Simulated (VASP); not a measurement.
A run of VASP 6.6.1:

The input INCAR:

```
PREC = Accurate ; ENCUT = 520
EDIFF = 1E-7 ; ISMEAR = 0
SIGMA = 0.1 ; LREAL = False
LASPH = True ; NELM = 100
ALGO = Normal ; ISIF = 2
LWAVE = False ; LCHARG = False
GGA = PE ; NBANDS = 24
```

KPOINTS

```
Automatic mesh
0
Gamma
  6 6 4
```

Contents of POSCAR:

```
As2I3
1.0
    4.9693789986      0.0000000000      0.0000000000
   -2.4846894993      4.3036084538      0.0000000000
    0.0000000000      0.0000000000      7.7315465130
As I
2 3
Direct
    0.3333333333      0.6666666667      0.2450000000
    0.6666666667      0.3333333333      0.7550000000
    0.0000000000      0.0000000000      0.0000000000
    0.3333333333      0.6666666667      0.6450000000
    0.6666666667      0.3333333333      0.3550000000
```

Potentials or basis: VASP PAW PBE potentials, release 64 (As, I).

Run with:

```bash
$ cat potpaw_PBE.64/As/POTCAR potpaw_PBE.64/I/POTCAR > POTCAR
$ mpirun -np 1 vasp_std > vasp.out
```

Hardware: 1 thread of Oxide Virtual Turin-like Processor, with other jobs on the host.

Q: Estimate the wall time of this run.

A: Wall time 2.2 min on 1 thread of Oxide Virtual Turin-like Processor (shared host), peak memory 0.3 GiB. Counts: scf iterations 16, k points 24.
